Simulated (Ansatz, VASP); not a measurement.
One calculation of Al3B2W, two programs

Contents of INCAR:

```
ALGO     = Normal         # electronic algorithm
EDIFF    = 1E-7           # SCF threshold, eV
EDIFFG   = -0.08          # ionic threshold
ENCUT    = 600            # plane-wave cutoff, eV
GGA      = PE             # functional
IBRION   = 2              # ionic algorithm
ISIF     = 3              # what is computed and relaxed
ISMEAR   = 0              # smearing method
LASPH    = True           # aspherical terms in the spheres
LCHARG   = False          # write CHGCAR
LREAL    = False          # projectors in reciprocal space
LWAVE    = False          # write WAVECAR
NELM     = 80             # most SCF steps
NSW      = 36             # ionic steps
PREC     = Accurate       # precision mode
SIGMA    = 0.2            # smearing width, eV
```

KPOINTS

```
k-points
0
Gamma
  6 6 2
```

File POSCAR:

```
Al3B2W
1.0
    3.0500000000      0.0000000000      0.0000000000
   -1.5250000000      2.6413774800      0.0000000000
    0.0000000000      0.0000000000      9.3900000000
Al B W
3 2 1
Direct
    0.0000000000      0.0000000000      0.8250000000
    0.3333333300      0.6666666700      0.3850000000
    0.6666666700      0.3333333300      0.6050000000
    0.3333333300      0.6666666700      0.0000000000
    0.6666666700      0.3333333300      0.0000000000
    0.0000000000      0.0000000000      0.1650000000
```

Input for Ansatz:

```yaml
crystal:
  lattice:
    - [3.05, 0.0, 0.0]
    - [-1.525, 2.64137748, 0.0]
    - [0.0, 0.0, 9.39]
  atoms:
    - { symbol: Al, position: [0.0, 0.0, 0.825] }
    - { symbol: Al, position: [0.33333333, 0.66666667, 0.385] }
    - { symbol: Al, position: [0.66666667, 0.33333333, 0.605] }
    - { symbol: B, position: [0.33333333, 0.66666667, 0.0] }
    - { symbol: B, position: [0.66666667, 0.33333333, 0.0] }
    - { symbol: W, position: [0.0, 0.0, 0.165] }
basis:
  ecutwfc: 420
kpoints:
  mp_grid: { grid: [6, 6, 2] }
hamiltonian:
  xc: pbe
scf:
  occupations: { method: gaussian, width: 0.2 }
  lower_state_search: "off"
output:
  forces: true
  stress: true
  eigenvalues: true
relax:
  adjacent_minimum: "off"
  f_tol: 0.08
  max_steps: 16
  cell: { stress_tol: 0.8 }
```

Alike in both runs: task relaxation of cell and atoms; functional PBE; k mesh 6 × 6 × 2; occupations gaussian, width 0.2 eV; no spin polarisation.

```csv
,VASP,Ansatz
version,VASP 6.6.1,Ansatz 0.2.0
potentials or method,"VASP PAW PBE potentials, release 64 (Al, B, W_sv), cutoff 600 eV","scalar-relativistic, plane waves, PAW"
valence electrons in the cell,29,29
```

VASP gave:

* gap on the k mesh at the Fermi level, each at its own relaxed structure (eV): none
* relaxed volume (Å³/atom): 12.65
* relaxed cell length with the largest relative difference (Å): 2.959

Q: What did Ansatz give for the same quantities?

A: gap on the k mesh at the Fermi level, each at its own relaxed structure (eV): none; relaxed volume (Å³/atom): 12.70; relaxed cell length with the largest relative difference (Å): 2.969.

A gap of «none» marks a metal or a gap that the smearing closes.

The k mesh is coarse, so the values compare programs but aren't converged. Spin-orbit coupling is off throughout.
